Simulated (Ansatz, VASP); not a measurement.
**Two plane-wave programs on Mg2Ge3N**

```xyz
6
Lattice="5.0590 0.0000 0.0000 -2.5295 4.3812 0.0000 0.0000 0.0000 5.2878" Properties=species:S:1:pos:R:3 pbc="T T T"
Mg    0.0000    2.9208    0.0000
Mg    2.5295    1.4604    0.0000
Ge    2.5295    0.0000    2.6439
Ge   -1.2647    2.1906    2.6439
Ge    1.2647    2.1906    2.6439
N     0.0000    0.0000    0.0000
```

Change from the starting cell: species swapped into the EuAl3Cu2 type (P6/mmm, No. 191).

Alike in both runs: functional PBE; k mesh 12 × 12 × 8; occupations gaussian, width 0.1 eV; no spin polarisation.

Ansatz relaxed the structure, and its values are those at the end. VASP's run is a single point on that final structure, the one shown.

|  | VASP | Ansatz |
| --- | --- | --- |
| version | VASP 6.6.1 | Ansatz 0.2.0 |
| potentials or method | VASP PAW PBE potentials, release 64 (Mg, Ge_d, N), cutoff 520 eV | scalar-relativistic, plane waves, PAW |
| valence electrons in the cell | 51 | 67 |

|  | VASP | Ansatz | Ansatz less VASP |
| --- | --- | --- | --- |
| gap on the k mesh at the Fermi level (eV) | none | none | - |
| pressure (GPa) | -0.1 | 0.0 | +0.09 |

A gap of «none» marks a metal or a gap that the smearing closes. VASP's potentials hold 51 valence electrons a cell and Ansatz's 67, so a difference there can come from the potentials and not from the codes.
